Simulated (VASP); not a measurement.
A run of VASP 6.6.1 is set up as follows.

File INCAR:

```
PREC = Accurate
ENCUT = 500
EDIFF = 1E-6
ISMEAR = 0
SIGMA = 0.1
LREAL = False
LASPH = True
NELM = 120
ALGO = Normal
ISIF = 2
LWAVE = False
LCHARG = True
GGA = PE
LELF = True
LVHAR = True
NBANDS = 8
GGA_COMPAT = False
```

Contents of KPOINTS:

```
Automatic mesh
0
Gamma
  9 9 8
```

Contents of POSCAR:

```
B
1.0
    1.8401180960      0.0000000000      0.0000000000
   -0.9200590480      1.5935890171      0.0000000000
    0.0000000000      0.0000000000      2.2149125628
B
1
Direct
    0.0000000000      0.0000000000      0.0000000000
```

Potentials or basis: VASP PAW PBE potentials, release 64 (B).

Run with:

```sh
$ cat potpaw_PBE.64/B/POTCAR > POTCAR
$ mpirun -np 1 vasp_std > vasp.out
```

Task: Estimate the band gap on the k mesh.

Result: Zero (an odd number of electrons rules out a gap without spin polarisation).

Task: Estimate the pressure.

Result: 0.0 GPa.

Stress tensor (GPa, compression positive):
```
-0.03  0.00  0.00
 0.00 -0.03  0.00
 0.00  0.00  0.16
```

Caveat: the k points lie up to 0.44 Å⁻¹ apart, too coarse for converged energies and pressures of a metal.
